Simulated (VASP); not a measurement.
Wanted: the native input for a VASP 6.6.1 run.

| Quantity | Value |
| --- | --- |
| Task | single point |
| Functional | RPBE |
| Potentials or basis | VASP PAW PBE potentials, release 64 (Al) |
| Cutoff | 500 eV |
| k mesh | 18 × 18 × 12 |
| Occupations | fermi-dirac, width 0.1 eV |
| Spin | no spin polarisation |
| Dipole correction | no |
| Further INCAR settings | ALGO = Normal; EDIFF = 1e-06; NBANDS = 10 |

The structure of Al lies in POSCAR:

```
Al
1.0
   -3.3647115065      2.9485819774      1.3980188736
    2.9485819774     -3.3647115065      1.3980188736
    2.4445856703      2.4445856703     -2.1601608684
Al
2
Direct
    0.9895291984      0.0104708016      0.0000000000
    0.7604708016      0.2395291984      0.5000000000
```

One way to write it, as run:

INCAR

```
  ALGO = Normal
  EDIFF = 1E-6
  ENCUT = 500
  GGA = RP
  GGA_COMPAT = F
  ISIF = 2
  ISMEAR = -1
  LASPH = T
  LCHARG = F
  LREAL = F
  LWAVE = F
  NBANDS = 10
  NELM = 120
  PREC = Accurate
  SIGMA = 0.1
```

KPOINTS

```
k-points
0
Gamma
  18 18 12
```

Potentials or basis: VASP PAW PBE potentials, release 64 (Al).

Run with:

```console
$ cat potpaw_PBE.64/Al/POTCAR > POTCAR
$ mpirun -np 1 vasp_std > vasp.out
```

Results of the run:

```
Pressure               : -2.7 GPa
Largest force          : 0.009 eV/Å
Band gap on the k mesh : zero (bands 3 and 4 overlap by 9.06 eV)
```

Caveat: the PAW data sets were made with another functional, which shifts forces and pressure a little.

Run time: 12 min on 1 thread of AMD EPYC 9755 128-Core Processor, with other jobs on the host, peak memory 0.38 GiB.
